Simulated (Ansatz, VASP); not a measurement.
MnO2: VASP beside Ansatz

```
Mn O
1.0
     2.60686    0.00000    0.00000
    -1.30343    2.25760    0.00000
     0.00000    0.00000    4.19912
Mn O
1 2
Direct
  0.00000 0.00000 0.50000
  0.66667 0.33333 0.29371
  0.33333 0.66667 0.70629
```

Change from the starting cell: volume scaled by 0.76, no spin polarisation, PAW files.

Alike in both runs: task single point; functional LDA; k mesh 11 × 11 × 6; occupations fermi-dirac, width 0.03 eV; no spin polarisation.

|  | VASP | Ansatz |
| --- | --- | --- |
| version | VASP 6.6.1 | Ansatz 0.2.0 |
| potentials or method | VASP PAW LDA potentials, release 64 (Mn_pv, O) | PAW with Ansatz's default frozen-core files, scalar-relativistic |
| plane-wave cutoff (eV) | 520 | 420 |
| valence electrons in the cell | 25 | 27 |

Ansatz gave:

| Property | Result |
| --- | --- |
| pressure (GPa) | 70.1 |
| traceless stress, the component that is largest in VASP (GPa) | -15.90 |
| rms of the force components (eV/Å) | 2.243 |

Question: What did VASP give for the same quantities?

Answer: Pressure (GPa): 74.0; traceless stress, the component that is largest in VASP (GPa): -17.57; rms of the force components (eV/Å): 2.352.

LDA's correlation is that of Perdew and Zunger in VASP and of Perdew and Wang (1992) in Ansatz. Atom by atom the forces differ by 0.109 eV/Å (rms over components). Both programs put the cell under a high pressure, so it lies far from rest at this level. VASP's potentials hold 25 valence electrons a cell and Ansatz's 27, so a difference there can come from the potentials and not from the codes.

Noted on VASP's run: the cell as given lies far from equilibrium.
